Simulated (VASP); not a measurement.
# Ag (Cmcm) in VASP: single point with r2SCAN

Aim: the single point of Ag with r2SCAN.

All numbers are computed with VASP 6.6.1; they aren't measurements. Logs are shortened: lines on timing, memory, paths and dates and some standing lists are left out, and cuts for length are marked.

**1. The cell of the first run**

The typed cell holds 2 atoms: a = 2.907 Å, b = 2.907 Å, c = 4.744 Å, α = 90.00°, β = 90.00°, γ = 120.07°.

This isn't the form of Ag at room conditions, which is fcc.

**2. Single point, r2SCAN**

POSCAR

```
Ag
1.0
    1.4517328055     -2.5180911009      0.0000000000
    1.4517328055      2.5180911009      0.0000000000
    0.0000000000      0.0000000000      4.7439734379
Ag
2
Direct
    0.6663921584      0.3336078416      0.2500000000
    0.3336078416      0.6663921584      0.7500000000
```

INCAR.step1

```
SYSTEM = Ag
ALGO = Normal ; EDIFF = 1E-4
ENCUT = 520 ; GGA = PE
ISMEAR = 0 ; LASPH = .TRUE.
LCHARG = .FALSE. ; LREAL = .FALSE.
LWAVE = .TRUE. ; NBANDS = 18
NELM = 60 ; PREC = Accurate
SIGMA = 0.1
```

INCAR.step2

```
SYSTEM = Ag
ALGO = Normal ; EDIFF = 1E-6
ENCUT = 520 ; ISIF = 2
ISMEAR = 0 ; ISTART = 1
LASPH = .TRUE. ; LCHARG = .TRUE.
LELF = .TRUE. ; LMIXTAU = .TRUE.
LREAL = .FALSE. ; LVHAR = .TRUE.
LWAVE = .FALSE. ; METAGGA = R2SCAN
NBANDS = 18 ; NELM = 60
PREC = Accurate ; SIGMA = 0.1
```

KPOINTS

```
k-points
0
G
  16 16 10
  0 0 0
```

Potentials or basis: VASP PAW PBE potentials, release 64 (Ag).

Launch:

```console
cat potpaw_PBE.64/Ag/POTCAR > POTCAR
cp INCAR.step1 INCAR
mpirun -np 1 vasp_std > vasp.out
cp INCAR.step2 INCAR
mpirun -np 1 vasp_std > vasp.out
```

OUTCAR:

```text
SYSTEM = Ag
   EDIFF = 1E-6
   ENCUT = 520
   ISIF = 2
   ISMEAR = 0
   ISTART = 1
   LASPH = .TRUE.
   LREAL = .FALSE.
   METAGGA = R2SCAN
   NELM = 60
   PREC = Accurate

 ion  position               nearest neighbor table
   1  0.666  0.334  0.250-   2 2.90   2 2.90   2 2.91   2 2.91   2 2.91   2 2.91
   2  0.334  0.666  0.750-   1 2.90   1 2.90   1 2.91   1 2.91   1 2.91   1 2.91

  LATTYP: Found a base centered orthorhombic cell.
 ALAT       =     2.9034656110
 B/A-ratio  =     1.7345417086
 C/A-ratio  =     1.6339003362

  Lattice vectors:

 A1 = (   1.4517328055,  -2.5180911009,   0.0000000000)
 A2 = (   1.4517328055,   2.5180911009,   0.0000000000)
 A3 = (   0.0000000000,   0.0000000000,   4.7439734379)

Analysis of symmetry for initial positions (statically):
=====================================================================
 Subroutine PRICEL returns:
 Original cell was already a primitive cell.

 Routine SETGRP: Setting up the symmetry group for a
 base centered orthorhombic supercell.

 Subroutine GETGRP returns: Found  8 space group operations
 (whereof  4 operations were pure point group operations)
 out of a pool of  8 trial point group operations.

The static configuration has the point symmetry C_2h.
 The point group associated with its full space group is D_2h.

Analysis of symmetry for dynamics (positions and initial velocities):
=====================================================================
 Subroutine PRICEL returns:
 Original cell was already a primitive cell.

 Routine SETGRP: Setting up the symmetry group for a
 base centered orthorhombic supercell.

 Subroutine GETGRP returns: Found  8 space group operations
 (whereof  4 operations were pure point group operations)
 out of a pool of  8 trial point group operations.

The dynamic configuration has the point symmetry C_2h.
 The point group associated with its full space group is D_2h.

 Subroutine INISYM returns: Found  8 space group operations
 (whereof  4 operations are pure point group operations),
 and found     1 'primitive' translations

----------------------------------------------------------------------------------------

                                     Primitive cell

  volume of cell :      34.6841

  direct lattice vectors                    reciprocal lattice vectors
     1.451732806 -2.518091101  0.000000000     0.344415996 -0.198563110  0.000000000
     1.451732806  2.518091101  0.000000000     0.344415996  0.198563110  0.000000000
     0.000000000  0.000000000  4.743973438     0.000000000  0.000000000  0.210793760

  length of vectors
     2.906597828  2.906597828  4.743973438     0.397554634  0.397554634  0.210793760

  position of ions in fractional coordinates (direct lattice)
     0.666392158  0.333607842  0.250000000
     0.333607842  0.666392158  0.750000000

  ion indices of the primitive-cell ions
   primitive index   ion index
                 1           1
                 2           2

----------------------------------------------------------------------------------------

 KPOINTS: k-points

Automatic generation of k-mesh.
 Grid dimensions read from file:
 generate k-points for:   16   16   10

 Generating k-lattice:

  Cartesian coordinates                     Fractional coordinates (reciprocal lattice)
     0.021526000 -0.012410194  0.000000000     0.062500000  0.000000000  0.000000000
     0.021526000  0.012410194  0.000000000     0.000000000  0.062500000  0.000000000
     0.000000000  0.000000000  0.021079376     0.000000000  0.000000000  0.100000000

  Length of vectors
     0.024847165  0.024847165  0.021079376

  Shift w.r.t. Gamma in fractional coordinates (k-lattice)
     0.000000000  0.000000000  0.000000000

 Subroutine IBZKPT returns following result:
 ===========================================

 Found    438 irreducible k-points:

 Following reciprocal coordinates:
            Coordinates               Weight
  0.000000  0.000000  0.000000      1.000000
  0.062500 -0.000000  0.000000      4.000000
  0.125000 -0.000000  0.000000      4.000000
  0.187500  0.000000  0.000000      4.000000
  0.250000 -0.000000  0.000000      4.000000
  0.312500  0.000000  0.000000      4.000000
[... 16 lines left out ...]
 -0.125000  0.062500  0.000000      4.000000
 -0.062500  0.062500  0.000000      2.000000
 [... further k-points ...]
   k-points           NKPTS =    438   k-points in BZ     NKDIM =    438   number of bands    NBANDS=     18
   number of dos      NEDOS =    301   number of ions     NIONS =      2
   total plane-waves  NPLWV =  20736
   dimension x,y,z NGX =    24 NGY =   24 NGZ =   36
   dimension x,y,z NGXF=    48 NGYF=   48 NGZF=   72
   ions per type =               2
   NGX,Y,Z   is equivalent  to a cutoff of  13.73, 13.73, 12.62 a.u.
   NGXF,Y,Z  is equivalent  to a cutoff of  27.45, 27.45, 25.23 a.u.
 SYSTEM =  Ag
   PREC   = accura    normal or accurate (medium, high low for compatibility)
   ISTART =      1    job   : 0-new  1-cont  2-samecut
   ICHARG =      0    charge: 1-file 2-atom 10-const
   ISPIN  =      1    spin polarized calculation?
   LNONCOLLINEAR =      F non collinear calculations
   LSORBIT =      F    spin-orbit coupling
   LASPH  =      T    aspherical Exc in radial PAW
   ENCUT  =  520.0 eV  38.22 Ry    6.18 a.u.   5.40  5.40  8.82*2*pi/ulx,y,z
   NELM   =     60;   NELMIN=  2; NELMDL=  0     # of ELM steps
   EDIFF  = 0.1E-05   stopping-criterion for ELM
   LREAL  =      F    real-space projection
[... 7 lines left out ...]
   TEBEG  =    0.0;   TEEND  =   0.0 temperature during run
   PSTRESS=    0.0 pullay stress
   NELECT =      22.0000    total number of electrons
   NUPDOWN=      -1.0000    fix difference up-down
   EMIN   =  10.00;   EMAX   =-10.00  energy-range for DOS
   EFERMI =   0.00;   METHOD = LEGACY
   ISMEAR =     0;   SIGMA  =   0.10  broadening in eV -4-tet -1-fermi 0-gaus
   EFERMI_NEDOS =   21; number of points for ismear=-14 and -15
   IALGO  =     38    algorithm
   IMIX   =      4    mixing-type and parameters
     AMIX     =   0.40;   BMIX     =  1.00
     AMIX_MAG =   1.60;   BMIX_MAG =  1.00
  volume/ion in A,a.u.               =      17.34       117.03
  Fermi-wavevector in a.u.,A,eV,Ry     =   1.406605  2.658099 26.919652  1.978539
  Thomas-Fermi vector in A             =   2.528949
   LORBIT       =      0    0 simple, 1 ext, 2 COOP (PROOUT), +10 PAW based schemes
   METAGGA = R2SCAN    functional components
   LHFCALC =     F    Hartree Fock is set to
   AEXX    =    0.0000 exact exchange contribution
   IVDW    =     0    specifies the selected vdW correction
   LEPSILON=     F    determine dielectric tensor
   LRPA    =     F    only Hartree local field effects (RPA)
 non-spin polarized calculation
 Gauss-broadening in eV      SIGMA  =   0.10
  energy-cutoff  :      520.00
  volume of cell :       34.68
 maximum number of plane-waves:       966
 NGX is ok and might be reduce to    24
   NGX = 11   NGY = 11   NGZ = 17

 number of electron      22.0000007 magnetization

 Free energy of the ion-electron system (eV)
  ---------------------------------------------------
  ext. energy  EPLUGINS =         0.00000000
  ---------------------------------------------------
  free energy    TOTEN  =       -42.70688717 eV

  energy without entropy =      -42.70330081  energy(sigma->0) =      -42.70509399

 E-fermi :   8.1592     XC(G=0): -12.8461

 val. band max:        8.1581700364   @ k =   0.5000   0.0625   0.2000
 cond. band min:       8.1613589563   @ k =   0.5000   0.3750   0.3000
 fundamental gap:      0.0031889199
 Fermi energy:         8.1591932481

 k-point     1 :       0.0000    0.0000    0.0000
  band No.  band energies     occupation
      1       0.3722      2.00000
      2       1.5789      2.00000
      3       3.1209      2.00000
      4       3.2056      2.00000
      5       3.2198      2.00000
      6       3.4437      2.00000
[... 10 lines left out ...]
     17      26.9661      0.00000
     18      27.0123      0.00000

 k-point     2 :       0.0625   -0.0000    0.0000
  band No.  band energies     occupation
      1       0.4829      2.00000
      2       1.6416      2.00000
      3       3.0475      2.00000
      4       3.2658      2.00000
      5       3.2868      2.00000
      6       3.4292      2.00000
[... 10 lines left out ...]
     17      26.5249      0.00000
     18      27.3586      0.00000

 k-point     3 :       0.1250   -0.0000    0.0000
  band No.  band energies     occupation
      1       0.8015      2.00000
      2       1.8063      2.00000
      3       2.9277      2.00000
      4       3.3378      2.00000
      5       3.4341      2.00000
      6       3.4624      2.00000
[... 10 lines left out ...]
     17      26.7670      0.00000
     18      27.6676      0.00000

 k-point     4 :       0.1875    0.0000    0.0000
  band No.  band energies     occupation
      1       1.2713      2.00000
      2       1.9845      2.00000
      3       2.8518      2.00000
      4       3.2208      2.00000
      5       3.2849      2.00000
      6       3.5415      2.00000
[... 10 lines left out ...]
     17      25.8267      0.00000
     18      26.8918      0.00000

 k-point     5 :       0.2500   -0.0000    0.0000
  band No.  band energies     occupation
      1       1.7296      2.00000
      2       2.0296      2.00000
      3       2.8211      2.00000
      4       2.9803      2.00000
      5       3.2958      2.00000
      6       3.4103      2.00000
[... 10 lines left out ...]
     17      24.6396      0.00000
     18      25.9898      0.00000

 k-point     6 :       0.3125    0.0000    0.0000
  band No.  band energies     occupation
      1       1.8592      2.00000
      2       2.0271      2.00000
      3       2.4631      2.00000
      4       3.2893      2.00000
      5       3.3309      2.00000
      6       3.4350      2.00000
[... 307 lines left out ...]
 k-point    21 :      -0.2500    0.0625    0.0000
  band No.  band energies     occupation
      1       1.5914      2.00000
      2       2.0766      2.00000
      3       2.8058      2.00000
      4       3.0036      2.00000
      5       3.2846      2.00000
      6       3.4089      2.00000
[... 10 lines left out ...]
     17      25.6069      0.00000
     18      26.5004      0.00000

 k-point    22 :      -0.1875    0.0625    0.0000
  band No.  band energies     occupation
      1       1.0987      2.00000
      2       1.9424      2.00000
      3       2.8313      2.00000
      4       3.3188      2.00000
      5       3.3902      2.00000
      6       3.5173      2.00000
[... 10 lines left out ...]
     17      26.5851      0.00000
     18      26.8701      0.00000

 k-point    23 :      -0.1250    0.0625    0.0000
  band No.  band energies     occupation
      1       0.6977      2.00000
      2       1.7567      2.00000
      3       2.9510      2.00000
      4       3.3655      2.00000
      5       3.3839      2.00000
      6       3.3926      2.00000
[... 10 lines left out ...]
     17      26.7024      0.00000
     18      27.4881      0.00000

 k-point    24 :      -0.0625    0.0625    0.0000
  band No.  band energies     occupation
      1       0.4827      2.00000
      2       1.6414      2.00000
      3       3.0429      2.00000
      4       3.2770      2.00000
      5       3.2793      2.00000
      6       3.4235      2.00000
[... 10 lines left out ...]
     17      26.5249      0.00000
     18      27.3535      0.00000

 [... further k-points ...]
[... 5 lines left out ...]
  --------------------------------------------------------------------------------------
  -------------------------------------------------------------------------------------
  Total        0.0296296      0.0198280      0.0420172      0.0000000      0.0000000      0.0000000
  in kB        1.3686948      0.9159230      1.9409204      0.0000000      0.0000000      0.0000000
  external PRESSURE =       1.4085127 kB  Pullay stress =       0.0000000 kB

 VOLUME and BASIS-vectors are now :
 -----------------------------------------------------------------------------
  energy-cutoff  :      520.00
  volume of cell :       34.68
      direct lattice vectors                 reciprocal lattice vectors
     1.451732806 -2.518091101  0.000000000     0.344415996 -0.198563110  0.000000000
     1.451732806  2.518091101  0.000000000     0.344415996  0.198563110  0.000000000
     0.000000000  0.000000000  4.743973438     0.000000000  0.000000000  0.210793760

 POSITION                                       TOTAL-FORCE (eV/Angst)
 -----------------------------------------------------------------------------------
      1.45173     -0.83798      1.18599         0.000000     -0.000837      0.000000
      1.45173      0.83798      3.55798         0.000000      0.000837     -0.000000
 -----------------------------------------------------------------------------------
    total drift:                               -0.000000     -0.000000     -0.000000

  FREE ENERGIE OF THE ION-ELECTRON SYSTEM (eV)
  ---------------------------------------------------
  free  energy   TOTEN  =       -42.7068871736 eV

  energy  without entropy=      -42.7033008124  energy(sigma->0) =      -42.70509399
```

Wall time 12 min (1 thread of Oxide Virtual Turin-like, shared host); peak memory 0.31 GiB.

Results:

```yaml
Free_energy: -42.7069 eV
Pressure: 0.1 GPa
Band_gap_on_the_k_mesh: zero (bands 11 and 12 overlap by 7.46 eV)
```

Caveat: the PAW data sets were made with another functional, which shifts forces and pressure a little.
